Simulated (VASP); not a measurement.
**Mn: single point with PBE**

The system is Mn.

```
Mn
1.0
     2.70667    0.00000    0.00000
     0.00000    2.70667    0.00000
     0.00000    0.00000    2.70667
Mn
2
Direct
  0.00000 0.00000 0.00000
  0.50000 0.50000 0.50000
```

This cell differs from its parent crystal: volume scaled by 0.92.

```yaml
Program: VASP 6.6.1
Task: single point
Functional: PBE
Potentials_or_basis: VASP PAW PBE potentials, release 64 (Mn_pv)
Cutoff: 520 eV
k_mesh: 13 × 13 × 13
Occupations: fermi-dirac, width 0.05 eV
Spin: collinear spin, ferromagnetic start
Starting_moments: "[-0.785, -0.785] μB"
Dipole_correction: no
Further_INCAR_settings: ALGO = Normal; EDIFF = 1e-06; NBANDS = 24
```

- Pressure: 28.7 GPa
- Net moment: -0.71 μB per cell
- Site moments: Mn -0.35 μB
- Valence electrons inside the program's atomic spheres: Mn 12.15

Levels at points of the mesh, in eV from the Fermi level:
Spin up:
```csv
k point,band 9,band 10,band 11,band 12,band 13,band 14,band 15,band 16
"(0.00, 0.00, 0.00)",-5.24,-1.63,-1.63,-1.63,0.61,0.61,1.94,1.94
```
Spin down:
```tsv
k point	band 9	band 10	band 11	band 12	band 13	band 14	band 15	band 16	band 17	band 18
(0.00, 0.00, 0.00)	-5.53	-1.92	-1.92	-1.92	0.16	0.16	1.60	1.60	1.60	11.29
```

Wall time 36 s on 1 thread of Intel(R) Xeon(R) Platinum 8559C (Emerald Rapids), on a shared host, peak memory 0.17 GiB.
